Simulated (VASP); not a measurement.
Wanted: the native input for a VASP 6.6.1 run.

```
Task                   : single point
Functional             : PBEsol
Potentials or basis    : VASP PAW PBE potentials, release 64 (W_sv)
Cutoff                 : 520 eV
k mesh                 : 20 × 20 × 20
Occupations            : gaussian, width 0.15 eV
Spin                   : no spin polarisation
Dipole correction      : no
Further INCAR settings : ALGO = Normal; EDIFF = 1e-06; NBANDS = 13
```

The structure of W lies in POSCAR:

```
W
1.0
    0.0000000000      1.8676000000      2.1112000000
    1.8676000000      0.0000000000      2.1112000000
    1.8676000000      1.8676000000      0.0000000000
W
1
Direct
    0.0000000000      0.0000000000      0.0000000000
```

This cell differs from its parent crystal: strain -0.080 along x and y, +0.040 along z.

The input as run:

INCAR

```
SYSTEM = W
ALGO = Normal
EDIFF = 1E-6
ENCUT = 520
GGA = PS
ISIF = 2
ISMEAR = 0
LASPH = .TRUE.
LCHARG = .FALSE.
LREAL = .FALSE.
LWAVE = .FALSE.
NBANDS = 13
NELM = 80
PREC = Accurate
SIGMA = 0.15
```

KPOINTS

```
k-points
0
G
  20 20 20
  0 0 0
```

Potentials or basis: VASP PAW PBE potentials, release 64 (W_sv).

The run is started by

```bash
$ cat potpaw_PBE.64/W_sv/POTCAR > POTCAR
$ mpirun -np 1 vasp_std > vasp.out
```

It gave:

```json
{
 "Pressure": "30.7 GPa",
 "Band gap on the k mesh": "zero (band 7 reaches 16.53 eV, above the bottom of band 8 at 11.43 eV)"
}
```

Caveat: the cell differs from its parent crystal (strain -0.080 along x and y, +0.040 along z); the PAW data sets were made with another functional, which shifts forces and pressure a little; spin-orbit coupling is left out, which moves the levels of the heavy elements.

Wall time 46 s on 1 thread of Intel(R) Xeon(R) Platinum 8559C (Emerald Rapids) (shared host), peak memory 0.23 GiB.
